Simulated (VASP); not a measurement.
# PtS2 (P-3m1) in VASP: notebook, part 2 of 2

VASP 6.6.1. The steps go on from the part before.

## Step 4: Single point, PBE (25.91 Å³/atom)

INCAR reads:

```
PREC = Accurate ; ENCUT = 520
EDIFF = 1E-7 ; ISMEAR = 0
SIGMA = 0.05 ; LREAL = False
LASPH = True ; NELM = 80
ALGO = Normal ; ISIF = 2
LWAVE = False ; LCHARG = False
GGA = PE ; NBANDS = 18
```

KPOINTS reads:

```
regular mesh
0
Gamma
  12 12 6
```

POSCAR reads:

```
PtS2
1.0
    3.5599019044      0.0000000000      0.0000000000
   -1.7799509522      3.0829654842      0.0000000000
    0.0000000000      0.0000000000      7.0824248387
Pt S
1 2
Direct
    0.0000000000      0.0000000000      0.0000000000
    0.3333333333      0.6666666667      0.1745836355
    0.6666666667      0.3333333333      0.8254163645
```

Potentials or basis: VASP PAW PBE potentials, release 64 (Pt, S).

Run with:

```sh
$ cat potpaw_PBE.64/Pt/POTCAR potpaw_PBE.64/S/POTCAR > POTCAR
$ mpirun -np 1 vasp_std > vasp.out
```

OUTCAR:

```text
PREC = Accurate
   ENCUT = 520
   EDIFF = 1E-7
   ISMEAR = 0
   LREAL = False
   LASPH = True
   NELM = 80
   ISIF = 2
   GGA = PE

 ion  position               nearest neighbor table
   1  0.000  0.000  0.000-   2 2.40   3 2.40   3 2.40   2 2.40   3 2.40   2 2.40
   2  0.333  0.667  0.175-   1 2.40   1 2.40   1 2.40
   3  0.667  0.333  0.825-   1 2.40   1 2.40   1 2.40

  LATTYP: Found a hexagonal cell.
 ALAT       =     3.5599019044
 C/A-ratio  =     1.9895000000

  Lattice vectors:

 A1 = (   3.5599019044,   0.0000000000,   0.0000000000)
 A2 = (  -1.7799509522,   3.0829654842,   0.0000000000)
 A3 = (   0.0000000000,   0.0000000000,   7.0824248387)

Analysis of symmetry for initial positions (statically):
=====================================================================
 Subroutine PRICEL returns:
 Original cell was already a primitive cell.

 Routine SETGRP: Setting up the symmetry group for a
 hexagonal supercell.

 Subroutine GETGRP returns: Found 12 space group operations
 (whereof 12 operations were pure point group operations)
 out of a pool of 24 trial point group operations.

The static configuration has the point symmetry D_3d.

Analysis of symmetry for dynamics (positions and initial velocities):
=====================================================================
 Subroutine PRICEL returns:
 Original cell was already a primitive cell.

 Routine SETGRP: Setting up the symmetry group for a
 hexagonal supercell.

 Subroutine GETGRP returns: Found 12 space group operations
 (whereof 12 operations were pure point group operations)
 out of a pool of 24 trial point group operations.

The dynamic configuration has the point symmetry D_3d.

 Subroutine INISYM returns: Found 12 space group operations
 (whereof 12 operations are pure point group operations),
 and found     1 'primitive' translations

----------------------------------------------------------------------------------------

                                     Primitive cell

  volume of cell :      77.7300

  direct lattice vectors                    reciprocal lattice vectors
     3.559901904  0.000000000  0.000000000     0.280906617  0.162181511  0.000000000
    -1.779950952  3.082965484  0.000000000     0.000000000  0.324363022  0.000000000
     0.000000000  0.000000000  7.082424839     0.000000000  0.000000000  0.141194580

  length of vectors
     3.559901904  3.559901904  7.082424839     0.324363022  0.324363022  0.141194580

  position of ions in fractional coordinates (direct lattice)
     0.000000000  0.000000000  0.000000000
     0.333333333  0.666666667  0.174583635
     0.666666667  0.333333333  0.825416365

  ion indices of the primitive-cell ions
   primitive index   ion index
                 1           1
                 2           2
                 3           3

----------------------------------------------------------------------------------------

 KPOINTS: regular mesh

Automatic generation of k-mesh.
 Grid dimensions read from file:
 generate k-points for:   12   12    6

 Generating k-lattice:

  Cartesian coordinates                     Fractional coordinates (reciprocal lattice)
     0.023408885  0.013515126  0.000000000     0.083333333  0.000000000  0.000000000
     0.000000000  0.027030252  0.000000000     0.000000000  0.083333333  0.000000000
     0.000000000  0.000000000  0.023532430     0.000000000  0.000000000  0.166666667

  Length of vectors
     0.027030252  0.027030252  0.023532430

  Shift w.r.t. Gamma in fractional coordinates (k-lattice)
     0.000000000  0.000000000  0.000000000

 Subroutine IBZKPT returns following result:
 ===========================================

 Found    100 irreducible k-points:

 Following reciprocal coordinates:
            Coordinates               Weight
  0.000000  0.000000  0.000000      1.000000
  0.083333 -0.000000  0.000000      6.000000
  0.166667 -0.000000  0.000000      6.000000
  0.250000 -0.000000  0.000000      6.000000
  0.333333 -0.000000  0.000000      6.000000
  0.416667 -0.000000  0.000000      6.000000
[... 16 lines left out ...]
  0.166667 -0.000000  0.166667      6.000000
  0.000000  0.166667  0.166667      6.000000
 [... further k-points ...]
   k-points           NKPTS =    100   k-points in BZ     NKDIM =    100   number of bands    NBANDS=     18
   number of dos      NEDOS =    301   number of ions     NIONS =      3
   total plane-waves  NPLWV =  42336
   dimension x,y,z NGX =    28 NGY =   28 NGZ =   54
   dimension x,y,z NGXF=    56 NGYF=   56 NGZF=  108
   ions per type =               1   2
   NGX,Y,Z   is equivalent  to a cutoff of  13.08, 13.08, 12.68 a.u.
   NGXF,Y,Z  is equivalent  to a cutoff of  26.15, 26.15, 25.35 a.u.
 SYSTEM =  unknown system
   PREC   = accura    normal or accurate (medium, high low for compatibility)
   ISTART =      0    job   : 0-new  1-cont  2-samecut
   ICHARG =      2    charge: 1-file 2-atom 10-const
   ISPIN  =      1    spin polarized calculation?
   LNONCOLLINEAR =      F non collinear calculations
   LSORBIT =      F    spin-orbit coupling
   LASPH  =      T    aspherical Exc in radial PAW
   ENCUT  =  520.0 eV  38.22 Ry    6.18 a.u.   6.62  6.62 13.17*2*pi/ulx,y,z
   NELM   =     80;   NELMIN=  2; NELMDL= -5     # of ELM steps
   EDIFF  = 0.1E-06   stopping-criterion for ELM
   LREAL  =      F    real-space projection
   EDIFFG = 0.1E-05   stopping-criterion for IOM
   NSW    =      0    number of steps for IOM
   IBRION =     -1    ionic relax: 0-MD 1-quasi-New 2-CG
   NFREE  =      0    steps in history (QN), initial steepest desc. (CG)
   ISIF   =      2    stress and relaxation
   ISYM   =      2    0-nonsym 1-usesym 2-fastsym
   POTIM  = 0.5000    time-step for ionic-motion
   TEBEG  =    0.0;   TEEND  =   0.0 temperature during run
   PSTRESS=    0.0 pullay stress
   NELECT =      22.0000    total number of electrons
   NUPDOWN=      -1.0000    fix difference up-down
   EMIN   =  10.00;   EMAX   =-10.00  energy-range for DOS
   EFERMI =   0.00;   METHOD = LEGACY
   ISMEAR =     0;   SIGMA  =   0.05  broadening in eV -4-tet -1-fermi 0-gaus
   EFERMI_NEDOS =   21; number of points for ismear=-14 and -15
   IALGO  =     38    algorithm
   IMIX   =      4    mixing-type and parameters
     AMIX     =   0.40;   BMIX     =  1.00
     AMIX_MAG =   1.60;   BMIX_MAG =  1.00
  volume/ion in A,a.u.               =      25.91       174.85
  Fermi-wavevector in a.u.,A,eV,Ry     =   1.074862  2.031195 15.719205  1.155329
  Thomas-Fermi vector in A             =   2.210703
   LORBIT       =      0    0 simple, 1 ext, 2 COOP (PROOUT), +10 PAW based schemes
   GGA     = PE    functional components
   LHFCALC =     F    Hartree Fock is set to
   AEXX    =    0.0000 exact exchange contribution
   IVDW    =     0    specifies the selected vdW correction
   LEPSILON=     F    determine dielectric tensor
   LRPA    =     F    only Hartree local field effects (RPA)
 non-spin polarized calculation
 Gauss-broadening in eV      SIGMA  =   0.05
  energy-cutoff  :      520.00
  volume of cell :       77.73
 maximum number of plane-waves:      2127
 NGX is ok and might be reduce to    28
   NGX = 13   NGY = 13   NGZ = 27

 number of electron      22.0000000 magnetization

 Free energy of the ion-electron system (eV)
  ---------------------------------------------------
  ext. energy  EPLUGINS =         0.00000000
  ---------------------------------------------------
  free energy    TOTEN  =       -15.46341609 eV

  energy without entropy =      -15.46341609  energy(sigma->0) =      -15.46341609

 E-fermi :   2.6021     XC(G=0):  -8.3779

 val. band max:        2.3270556750   @ k =   0.0833   0.0833   0.5000
 cond. band min:       3.9541365452   @ k =   0.0000   0.2500   0.3333
 fundamental gap:      1.6270808702
 Fermi energy:         2.6020826682

 k-point     1 :       0.0000    0.0000    0.0000
  band No.  band energies     occupation
      1     -11.7150      2.00000
      2      -9.5118      2.00000
      3      -3.2382      2.00000
      4      -3.2382      2.00000
      5      -2.9704      2.00000
      6      -0.5763      2.00000
[... 10 lines left out ...]
     17      11.1558      0.00000
     18      11.1558      0.00000
[... 466 lines left out ...]
      2      -9.5889      2.00000
      3      -3.1898      2.00000
      4      -3.0399      2.00000
      5      -2.6399      2.00000
      6      -1.1486      2.00000
[... 10 lines left out ...]
     17      11.3163      0.00000
     18      12.1764      0.00000

 [... further k-points ...]

------------------------ aborting loop because EDIFF is reached ----------------------------------------

  FORCE on cell =-STRESS in cart. coord.  units (eV):
  Direction    XX          YY          ZZ          XY          YZ          ZX
  --------------------------------------------------------------------------------------
  -------------------------------------------------------------------------------------
  Total        0.1664595      0.1664595     -0.1265130      0.0000000      0.0000000      0.0000000
  in kB        3.4310776      3.4310776     -2.6076958      0.0000000      0.0000000      0.0000000
  external PRESSURE =       1.4181532 kB  Pullay stress =       0.0000000 kB

 VOLUME and BASIS-vectors are now :
 -----------------------------------------------------------------------------
  energy-cutoff  :      520.00
  volume of cell :       77.73
      direct lattice vectors                 reciprocal lattice vectors
     3.559901904  0.000000000  0.000000000     0.280906617  0.162181511  0.000000000
    -1.779950952  3.082965484  0.000000000     0.000000000  0.324363022  0.000000000
     0.000000000  0.000000000  7.082424839     0.000000000  0.000000000  0.141194580

 POSITION                                       TOTAL-FORCE (eV/Angst)
 -----------------------------------------------------------------------------------
      0.00000      0.00000      0.00000        -0.000000      0.000000      0.000000
     -0.00000      2.05531      1.23648        -0.000000      0.000000     -0.029002
      1.77995      1.02766      5.84595         0.000000      0.000000      0.029002
 -----------------------------------------------------------------------------------
    total drift:                                0.000000     -0.000000      0.000000

  FREE ENERGIE OF THE ION-ELECTRON SYSTEM (eV)
  ---------------------------------------------------
  free  energy   TOTEN  =       -15.4634160867 eV

  energy  without entropy=      -15.4634160867  energy(sigma->0) =      -15.46341609
```

stdout:

```text
POSCAR found type information on POSCAR PtS
 POSCAR found :  2 types and       3 ions
 scaLAPACK will be used
 LDA part: xc-table for (Slater+PW92), standard interpolation
 POSCAR, INCAR and KPOINTS ok, starting setup
 FFT: planning ... GRIDC
 FFT: planning ... GRID_SOFT
 FFT: planning ... GRID
 WAVECAR not read
 entering main loop
```

It took 1.7 min on 1 thread of AMD EPYC 7R13 (Zen 3), shared host; peak memory 0.25 GiB.

Results:

- Free energy: -15.4634 eV
- Pressure: 0.1 GPa
- Largest force: 0.029 eV/Å
- Band gap on the k mesh: 1.63 eV (least direct gap 1.75 eV)

Forces in eV/Å, atoms in the order of the input:
```
Pt   0.000  0.000  0.000
S    0.000  0.000 -0.029
S    0.000  0.000  0.029
```

Levels at points of the mesh, in eV from the valence-band top:
| k point | band 8 | band 9 | band 10 | band 11 | band 12 | band 13 | band 14 | band 15 |
| --- | --- | --- | --- | --- | --- | --- | --- | --- |
| (0.00, 0.00, 0.00) | -0.94 | -0.54 | -0.31 | -0.31 | 3.14 | 3.14 | 5.21 | 6.05 |
| (0.50, 0.00, 0.00) | -2.16 | -2.03 | -1.72 | -1.52 | 2.74 | 2.94 | 5.55 | 6.80 |
| (0.00, 0.00, 0.50) | -0.92 | -0.80 | -0.32 | -0.32 | 3.15 | 3.15 | 5.88 | 6.76 |
| (0.50, 0.00, 0.50) | -2.17 | -2.03 | -1.75 | -1.40 | 2.80 | 2.92 | 5.41 | 6.59 |

Caveat: spin-orbit coupling is left out, which moves the levels of the heavy elements; this functional lacks dispersion, which binds layers or chains, so the pressure and a relaxed spacing across them are unreliable.

## Step 5: The runs side by side

| cell | gap on the mesh (eV) | pressure (GPa) | largest force (eV/Å) |
| --- | --- | --- | --- |
| a = 3.899, b = 3.899, c = 5.904 Å, angles 90.0, 90.0, 120.0°, 3 atoms, atomic positions A | 0.82 | -8.4 | 0.02 |
| a = 3.670, b = 3.670, c = 6.665 Å, angles 90.0, 90.0, 120.0°, 3 atoms, atomic positions B | 1.38 | -3.0 | 0.03 |
| a = 3.560, b = 3.560, c = 7.082 Å, angles 90.0, 90.0, 120.0°, 3 atoms, atomic positions C | 1.63 | 0.1 | 0.03 |

Alike in all rows: task single point; level PBE; potentials or basis VASP PAW PBE potentials, release 64 (Pt, S); no spin polarisation; k mesh 12 × 12 × 6; cutoff (eV) 520; smearing gaussian 0.05 eV.

Caveats: spin-orbit coupling is left out, which moves the levels of the heavy elements; this functional lacks dispersion, which binds layers or chains, so the pressure and a relaxed spacing across them are unreliable; the stress differs along the axes, from -13 to -0 GPa (at least some runs); the cell stands under tension (at least some runs).

Total energies depend on the potentials used, so only differences within one code and one set of settings carry meaning.
